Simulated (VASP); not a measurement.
# SrCr in VASP: notebook

The runs below take SrCr through single point, with PBE.

Everything below comes from runs of VASP 6.6.1. Logs are shortened: lines on timing, memory, paths and dates and some standing lists are left out, and cuts for length are marked.

### 1 The cell of the first run

The typed cell holds 2 atoms: a = 4.031 Å, b = 4.031 Å, c = 4.022 Å, α = 90.00°, β = 90.00°, γ = 90.00°.

### 2 Single point, PBE, collinear spin, ferromagnetic start

Input file INCAR:

```
PREC     = Accurate       # precision mode
ENCUT    = 520            # plane-wave cutoff, eV
EDIFF    = 1E-7           # SCF threshold, eV
ISMEAR   = 0              # smearing method
SIGMA    = 0.1            # smearing width, eV
LREAL    = False          # projectors in reciprocal space
LASPH    = True           # aspherical terms in the spheres
NELM     = 150            # most SCF steps
ALGO     = Fast           # electronic algorithm
ISIF     = 2              # what is computed and relaxed
LWAVE    = False          # write WAVECAR
LCHARG   = False          # write CHGCAR
ISPIN    = 2              # spin polarisation
MAGMOM   = 0 4.1          # initial moments
LORBIT   = 11             # projections on sites
LMAXMIX  = 4              # l up to which the mixer works
GGA      = PE             # functional
NBANDS   = 22             # bands
```

Input file KPOINTS:

```
Automatic mesh
0
Gamma
  6 6 4
```

Input file POSCAR:

```
SrCr
1.0
    4.0314474124      0.0000000000      0.0000000000
    0.0000000000      4.0314474124      0.0000000000
    0.0000000000      0.0000000000      4.0220323426
Sr Cr
1 1
Direct
    0.5000000000      0.5000000000      0.5000000000
    0.0000000000      0.0000000000      0.0000000000
```

Potentials or basis: VASP PAW PBE potentials, release 64 (Sr_sv, Cr_pv).

On the command line:

```bash
$ cat potpaw_PBE.64/Sr_sv/POTCAR potpaw_PBE.64/Cr_pv/POTCAR > POTCAR
$ mpirun -np 1 vasp_std > vasp.out
```

OUTCAR:

```text
PREC = Accurate
   ENCUT = 520
   EDIFF = 1E-7
   ISMEAR = 0
   LREAL = False
   LASPH = True
   NELM = 150
   ISIF = 2
   ISPIN = 2
   LORBIT = 11
   GGA = PE

 ion  position               nearest neighbor table
   1  0.500  0.500  0.500-   2 3.49   2 3.49   2 3.49   2 3.49   2 3.49   2 3.49   2 3.49   2 3.49

   2  0.000  0.000  0.000-   1 3.49   1 3.49   1 3.49   1 3.49   1 3.49   1 3.49   1 3.49   1 3.49

  LATTYP: Found a simple tetragonal cell.
 ALAT       =     4.0314474124
 C/A-ratio  =     0.9976645932

  Lattice vectors:

 A1 = (   4.0314474124,   0.0000000000,   0.0000000000)
 A2 = (   0.0000000000,   4.0314474124,   0.0000000000)
 A3 = (   0.0000000000,   0.0000000000,   4.0220323426)

Analysis of symmetry for initial positions (statically):
=====================================================================
 Subroutine PRICEL returns:
 Original cell was already a primitive cell.

 Routine SETGRP: Setting up the symmetry group for a
 simple tetragonal supercell.

 Subroutine GETGRP returns: Found 16 space group operations
 (whereof 16 operations were pure point group operations)
 out of a pool of 16 trial point group operations.

The static configuration has the point symmetry D_4h.

Analysis of symmetry for dynamics (positions and initial velocities):
=====================================================================
 Subroutine PRICEL returns:
 Original cell was already a primitive cell.

 Routine SETGRP: Setting up the symmetry group for a
 simple tetragonal supercell.

 Subroutine GETGRP returns: Found 16 space group operations
 (whereof 16 operations were pure point group operations)
 out of a pool of 16 trial point group operations.

The dynamic configuration has the point symmetry D_4h.

Analysis of structural, dynamic, and magnetic symmetry:
=====================================================================
 Subroutine PRICEL returns:
 Original cell was already a primitive cell.

 Routine SETGRP: Setting up the symmetry group for a
 simple tetragonal supercell.

 Subroutine GETGRP returns: Found 16 space group operations
 (whereof 16 operations were pure point group operations)
 out of a pool of 16 trial point group operations.

The overall configuration has the point symmetry D_4h.

 Subroutine INISYM returns: Found 16 space group operations
 (whereof 16 operations are pure point group operations),
 and found     1 'primitive' translations

----------------------------------------------------------------------------------------

                                     Primitive cell

  volume of cell :      65.3684

  direct lattice vectors                    reciprocal lattice vectors
     4.031447412  0.000000000  0.000000000     0.248049868  0.000000000  0.000000000
     0.000000000  4.031447412  0.000000000     0.000000000  0.248049868  0.000000000
     0.000000000  0.000000000  4.022032343     0.000000000  0.000000000  0.248630522

  length of vectors
     4.031447412  4.031447412  4.022032343     0.248049868  0.248049868  0.248630522

  position of ions in fractional coordinates (direct lattice)
     0.500000000  0.500000000  0.500000000
     0.000000000  0.000000000  0.000000000

  ion indices of the primitive-cell ions
   primitive index   ion index
                 1           1
                 2           2

----------------------------------------------------------------------------------------

 KPOINTS: Automatic mesh

Automatic generation of k-mesh.
 Grid dimensions read from file:
 generate k-points for:    6    6    4

 Generating k-lattice:

  Cartesian coordinates                     Fractional coordinates (reciprocal lattice)
     0.041341645  0.000000000  0.000000000     0.166666667  0.000000000  0.000000000
     0.000000000  0.041341645  0.000000000     0.000000000  0.166666667  0.000000000
     0.000000000  0.000000000  0.062157630     0.000000000  0.000000000  0.250000000

  Length of vectors
     0.041341645  0.041341645  0.062157630

  Shift w.r.t. Gamma in fractional coordinates (k-lattice)
     0.000000000  0.000000000  0.000000000

 Subroutine IBZKPT returns following result:
 ===========================================

 Found     30 irreducible k-points:

 Following reciprocal coordinates:
            Coordinates               Weight
  0.000000  0.000000  0.000000      1.000000
  0.166667  0.000000  0.000000      4.000000
  0.333333  0.000000  0.000000      4.000000
  0.500000  0.000000  0.000000      2.000000
  0.166667  0.166667  0.000000      4.000000
  0.333333  0.166667  0.000000      8.000000
[... 16 lines left out ...]
  0.333333  0.000000  0.500000      4.000000
  0.500000  0.000000  0.500000      2.000000
 [... further k-points ...]
   k-points           NKPTS =     30   k-points in BZ     NKDIM =     30   number of bands    NBANDS=     22
   number of dos      NEDOS =    301   number of ions     NIONS =      2
   total plane-waves  NPLWV =  27000
   dimension x,y,z NGX =    30 NGY =   30 NGZ =   30
   dimension x,y,z NGXF=    60 NGYF=   60 NGZF=   60
   ions per type =               1   1
   NGX,Y,Z   is equivalent  to a cutoff of  12.37, 12.37, 12.40 a.u.
   NGXF,Y,Z  is equivalent  to a cutoff of  24.74, 24.74, 24.80 a.u.
 SYSTEM =  unknown system
   PREC   = accura    normal or accurate (medium, high low for compatibility)
   ISTART =      0    job   : 0-new  1-cont  2-samecut
   ICHARG =      2    charge: 1-file 2-atom 10-const
   ISPIN  =      2    spin polarized calculation?
   LNONCOLLINEAR =      F non collinear calculations
   LSORBIT =      F    spin-orbit coupling
   LASPH  =      T    aspherical Exc in radial PAW
   ENCUT  =  520.0 eV  38.22 Ry    6.18 a.u.   7.50  7.50  7.48*2*pi/ulx,y,z
   NELM   =    150;   NELMIN=  2; NELMDL= -5     # of ELM steps
   EDIFF  = 0.1E-06   stopping-criterion for ELM
   LREAL  =      F    real-space projection
   EDIFFG = 0.1E-05   stopping-criterion for IOM
   NSW    =      0    number of steps for IOM
   IBRION =     -1    ionic relax: 0-MD 1-quasi-New 2-CG
   NFREE  =      0    steps in history (QN), initial steepest desc. (CG)
   ISIF   =      2    stress and relaxation
   ISYM   =      2    0-nonsym 1-usesym 2-fastsym
   POTIM  = 0.5000    time-step for ionic-motion
   TEBEG  =    0.0;   TEEND  =   0.0 temperature during run
   PSTRESS=    0.0 pullay stress
   NELECT =      22.0000    total number of electrons
   NUPDOWN=      -1.0000    fix difference up-down
   EMIN   =  10.00;   EMAX   =-10.00  energy-range for DOS
   EFERMI =   0.00;   METHOD = LEGACY
   ISMEAR =     0;   SIGMA  =   0.10  broadening in eV -4-tet -1-fermi 0-gaus
   EFERMI_NEDOS =   21; number of points for ismear=-14 and -15
   IALGO  =     68    algorithm
   IMIX   =      4    mixing-type and parameters
     AMIX     =   0.40;   BMIX     =  1.00
     AMIX_MAG =   1.60;   BMIX_MAG =  1.00
  volume/ion in A,a.u.               =      32.68       220.56
  Fermi-wavevector in a.u.,A,eV,Ry     =   1.138745  2.151916 17.643226  1.296741
  Thomas-Fermi vector in A             =   2.275449
   LORBIT       =     11    0 simple, 1 ext, 2 COOP (PROOUT), +10 PAW based schemes
   GGA     = PE    functional components
   LHFCALC =     F    Hartree Fock is set to
   AEXX    =    0.0000 exact exchange contribution
   IVDW    =     0    specifies the selected vdW correction
   LEPSILON=     F    determine dielectric tensor
   LRPA    =     F    only Hartree local field effects (RPA)
 spin polarized calculation
 RMM-DIIS sequential band-by-band and
 Gauss-broadening in eV      SIGMA  =   0.10
  energy-cutoff  :      520.00
  volume of cell :       65.37
 maximum number of plane-waves:      1791
 NGX is ok and might be reduce to    30
   NGX = 15   NGY = 15   NGZ = 15

 number of electron      21.9999995 magnetization       4.9691302

 Free energy of the ion-electron system (eV)
  ---------------------------------------------------
  ext. energy  EPLUGINS =         0.00000000
  ---------------------------------------------------
  free energy    TOTEN  =        -9.52536037 eV

  energy without entropy =       -9.52104546  energy(sigma->0) =       -9.52320291

 E-fermi :   3.0008     XC(G=0):  -8.7782

 val. band max:        2.9847625192   @ k =   0.5000   0.3333   0.2500
 cond. band min:       3.0383465987   @ k =   0.0000   0.0000   0.2500
 fundamental gap:      0.0535840795
 Fermi energy:         3.0008114825

 spin component 1

 k-point     1 :       0.0000    0.0000    0.0000
  band No.  band energies     occupation
      1     -40.9574      1.00000
      2     -40.9574      1.00000
      3     -40.9419      1.00000
      4     -32.6584      1.00000
      5     -14.6081      1.00000
      6     -14.6046      1.00000
[... 14 lines left out ...]
     21       8.4259      0.00000
     22       9.1734      0.00000

 k-point     2 :       0.1667    0.0000    0.0000
  band No.  band energies     occupation
      1     -40.9580      1.00000
      2     -40.9574      1.00000
      3     -40.9418      1.00000
      4     -32.6556      1.00000
      5     -14.6590      1.00000
      6     -14.6038      1.00000
[... 14 lines left out ...]
     21       9.4782      0.00000
     22       9.4998      0.00000

 k-point     3 :       0.3333    0.0000    0.0000
  band No.  band energies     occupation
      1     -40.9592      1.00000
      2     -40.9573      1.00000
      3     -40.9418      1.00000
      4     -32.6500      1.00000
      5     -14.7651      1.00000
      6     -14.5950      1.00000
[... 14 lines left out ...]
     21      11.0374      0.00000
     22      11.0801      0.00000
[... 476 lines left out ...]
 k-point    23 :       0.3333    0.0000    0.5000
  band No.  band energies     occupation
      1     -40.9590      1.00000
      2     -40.9571      1.00000
      3     -40.9442      1.00000
      4     -32.6392      1.00000
      5     -14.7976      1.00000
      6     -14.7336      1.00000
[... 14 lines left out ...]
     21      10.6088      0.00000
     22      10.8002      0.00000

 k-point    24 :       0.5000    0.0000    0.5000
  band No.  band energies     occupation
      1     -40.9596      1.00000
      2     -40.9571      1.00000
      3     -40.9441      1.00000
      4     -32.6366      1.00000
      5     -14.7888      1.00000
      6     -14.7812      1.00000
[... 14 lines left out ...]
     21      10.0685      0.00000
     22      10.3890      0.00000

 [... further k-points ...]

 spin component 2

 k-point     1 :       0.0000    0.0000    0.0000
  band No.  band energies     occupation
      1     -36.9976      1.00000
      2     -36.9976      1.00000
      3     -36.9606      1.00000
      4     -32.6193      1.00000
      5     -14.5707      1.00000
      6     -14.5640      1.00000
[... 14 lines left out ...]
     21       8.8276      0.00000
     22      12.8105      0.00000

 k-point     2 :       0.1667    0.0000    0.0000
  band No.  band energies     occupation
      1     -36.9984      1.00000
      2     -36.9975      1.00000
      3     -36.9605      1.00000
      4     -32.6165      1.00000
      5     -14.6172      1.00000
      6     -14.5665      1.00000
[... 14 lines left out ...]
     21      10.3515      0.00000
     22      13.5057      0.00000

 k-point     3 :       0.3333    0.0000    0.0000
  band No.  band energies     occupation
      1     -37.0000      1.00000
      2     -36.9974      1.00000
      3     -36.9604      1.00000
      4     -32.6108      1.00000
      5     -14.7214      1.00000
      6     -14.5581      1.00000
[... 14 lines left out ...]
     21      12.0833      0.00000
     22      12.4158      0.00000
[... 476 lines left out ...]
 k-point    23 :       0.3333    0.0000    0.5000
  band No.  band energies     occupation
      1     -36.9996      1.00000
      2     -36.9971      1.00000
      3     -36.9635      1.00000
      4     -32.6000      1.00000
      5     -14.7610      1.00000
      6     -14.6924      1.00000
[... 14 lines left out ...]
     21      11.5415      0.00000
     22      12.4179      0.00000

 k-point    24 :       0.5000    0.0000    0.5000
  band No.  band energies     occupation
      1     -37.0003      1.00000
      2     -36.9970      1.00000
      3     -36.9634      1.00000
      4     -32.5974      1.00000
      5     -14.7530      1.00000
      6     -14.7397      1.00000
[... 14 lines left out ...]
     21      11.3596      0.00000
     22      11.7151      0.00000

 [... further k-points ...]
[... 5 lines left out ...]
  --------------------------------------------------------------------------------------
  -------------------------------------------------------------------------------------
  Total        0.0158705      0.0158705      0.1113073      0.0000000      0.0000000      0.0000000
  in kB        0.3889856      0.3889856      2.7281393      0.0000000      0.0000000      0.0000000
  external PRESSURE =       1.1687035 kB  Pullay stress =       0.0000000 kB

 VOLUME and BASIS-vectors are now :
 -----------------------------------------------------------------------------
  energy-cutoff  :      520.00
  volume of cell :       65.37
      direct lattice vectors                 reciprocal lattice vectors
     4.031447412  0.000000000  0.000000000     0.248049868  0.000000000  0.000000000
     0.000000000  4.031447412  0.000000000     0.000000000  0.248049868  0.000000000
     0.000000000  0.000000000  4.022032343     0.000000000  0.000000000  0.248630522

 POSITION                                       TOTAL-FORCE (eV/Angst)
 -----------------------------------------------------------------------------------
      2.01572      2.01572      2.01102         0.000000      0.000000      0.000000
      0.00000      0.00000      0.00000         0.000000      0.000000      0.000000
 -----------------------------------------------------------------------------------
    total drift:                                0.000000      0.000000     -0.000000

  FREE ENERGIE OF THE ION-ELECTRON SYSTEM (eV)
  ---------------------------------------------------
  free  energy   TOTEN  =        -9.5253603679 eV

  energy  without entropy=       -9.5210454578  energy(sigma->0) =       -9.52320291

 total charge

# of ion       s       p       d       tot
------------------------------------------
    1        2.051   5.737   0.198   7.985
    2        0.322   6.073   4.082  10.476
--------------------------------------------------
tot          2.373  11.809   4.279  18.462

 magnetization (x)

# of ion       s       p       d       tot
------------------------------------------
    1       -0.009   0.024   0.046   0.061
    2        0.061   0.043   3.944   4.048
--------------------------------------------------
tot          0.052   0.067   3.990   4.109
```

It took 46 s on 1 thread of Intel Xeon 6975P-C (Granite Rapids), shared host; peak memory 0.23 GiB.

What came out:

```yaml
Free_energy: -9.5254 eV
Pressure: 0.1 GPa
Net_moment: 4.97 μB per cell
Site_moments: Sr +0.06; Cr +4.05 μB
Valence_electrons_inside_the_program's_atomic_spheres: Sr 7.99; Cr 10.48
```

Stress tensor (GPa, compression positive):
```
0.04 0.00 0.00
0.00 0.04 0.00
0.00 0.00 0.27
```

Caveat: the k points lie up to 0.39 Å⁻¹ apart.

### 3 Single point, PBE, collinear spin, ferromagnetic start

Input file INCAR:

```
SYSTEM = SrCr
PREC = Accurate
ENCUT = 520
EDIFF = 1E-6
ISMEAR = 0
SIGMA = 0.1
LREAL = .FALSE.
LASPH = .TRUE.
NELM = 150
ALGO = Normal
ISIF = 2
LWAVE = .FALSE.
LCHARG = .FALSE.
ISPIN = 2
MAGMOM = 0 4.85
LORBIT = 11
LMAXMIX = 4
GGA = PE
NBANDS = 22
```

Input file KPOINTS:

```
Automatic mesh
0
G
  14 14 14
  0 0 0
```

Input file POSCAR:

```
SrCr
1.0
    4.0283090558      0.0000000000      0.0000000000
    0.0000000000      4.0283090558      0.0000000000
    0.0000000000      0.0000000000      4.0283090558
Sr Cr
1 1
Direct
    0.5000000000      0.5000000000      0.5000000000
    0.0000000000      0.0000000000      0.0000000000
```

Potentials or basis: VASP PAW PBE potentials, release 64 (Sr_sv, Cr_pv).

On the command line:

```bash
$ cat potpaw_PBE.64/Sr_sv/POTCAR potpaw_PBE.64/Cr_pv/POTCAR > POTCAR
$ mpirun -np 1 vasp_std > vasp.out
```

It took 2 min on 1 thread of Intel Xeon 6975P-C (Granite Rapids), shared host; peak memory 0.38 GiB.

The run converged. Its results:

```yaml
Free_energy: -9.4923 eV
Pressure: 0.1 GPa
Net_moment: 4.81 μB per cell
Site_moments: Sr +0.04; Cr +4.02 μB
Valence_electrons_inside_the_program's_atomic_spheres: Sr 7.99; Cr 10.48
```

Levels at points of the mesh, in eV from the Fermi level:
Spin up:
| k point | band 10 | band 11 | band 12 | band 13 | band 14 | band 15 | band 16 | band 17 |
| --- | --- | --- | --- | --- | --- | --- | --- | --- |
| (0.00, 0.00, 0.00) | -1.90 | -1.13 | -1.13 | -1.13 | 2.14 | 2.14 | 4.51 | 4.51 |
| (0.50, 0.00, 0.00) | -1.55 | -1.24 | -1.24 | -1.05 | -0.60 | 1.88 | 2.54 | 2.54 |
| (0.50, 0.50, 0.00) | -1.42 | -1.42 | -0.77 | -0.48 | 0.31 | 0.31 | 2.12 | 4.34 |
| (0.50, 0.50, 0.50) | -1.54 | -0.76 | -0.76 | -0.46 | -0.46 | -0.46 | 1.37 | 5.19 |
Spin down:
```tsv
k point	band 6	band 7	band 8	band 9	band 10	band 11	band 12	band 13
(0.00, 0.00, 0.00)	-17.58	-17.58	-4.13	0.05	0.05	2.26	2.26	2.26
(0.50, 0.00, 0.00)	-17.56	-17.56	-1.68	-1.53	1.40	1.83	2.14	2.14
(0.50, 0.50, 0.00)	-17.76	-17.54	-1.30	-0.26	1.04	1.04	1.47	1.47
(0.50, 0.50, 0.50)	-17.74	-17.74	0.17	0.17	0.17	1.31	1.31	1.31
```
